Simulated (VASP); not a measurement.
Runs of VASP 6.6.1 on InP. Symmetry: F-43m, No. 216, cubic system. The conventional cell has a = 5.908 Å, b = 5.908 Å, c = 5.908 Å, α = 90.00°, β = 90.00°, γ = 90.00°. Within 3.4 Å of In (site symmetry -43m) lie 4 P at 2.56 Å. Within 3.4 Å of P (site symmetry -43m) lie 4 In at 2.56 Å. 

| level | k mesh | cutoff (eV) | grid for exact exchange (PRECFOCK) | share of exact exchange | screening parameter | gap on the mesh (eV) | pressure (GPa) |
| --- | --- | --- | --- | --- | --- | --- | --- |
| PBE-based screened hybrid with 100 % exact exchange | 4 × 4 × 4 | 400 | Normal | 1 | 0.2078 1/Å | 4.34 | -4.7 |
| PBEsol | 6 × 6 × 6 | 500 | - | - | - | (b) | (a) |
| PBE0 | 4 × 4 × 4 | 400 | Normal | 0.25 | - | 2.10 | -0.5 |
| PBE-based global hybrid with 5 % exact exchange | 4 × 4 × 4 | 400 | Normal | 0.05 | - | 0.86 | (c) |
| PBE-based screened hybrid with 20 % exact exchange | 4 × 4 × 4 | 400 | Normal | 0.2 | 0.3 1/Å | 1.08 | 0.4 |

Alike in all rows: task single point; potentials or basis VASP PAW PBE potentials, release 64 (In_d, P); no spin polarisation; cell as given; smearing gaussian 0.01 eV.

Question: Fill in the values left out.

Answer: (a) -1.0; (b) 0.48; (c) 1.1.

Caveats: some runs use coarse meshes; the PAW data sets were made with another functional, which shifts forces and pressure a little; spin-orbit coupling is left out, which moves the levels of the heavy elements; semilocal functionals underestimate gaps, and a narrow one can read as zero (at least some runs).

A k mesh can miss the band edges, and the runs leave out spin-orbit coupling on In.
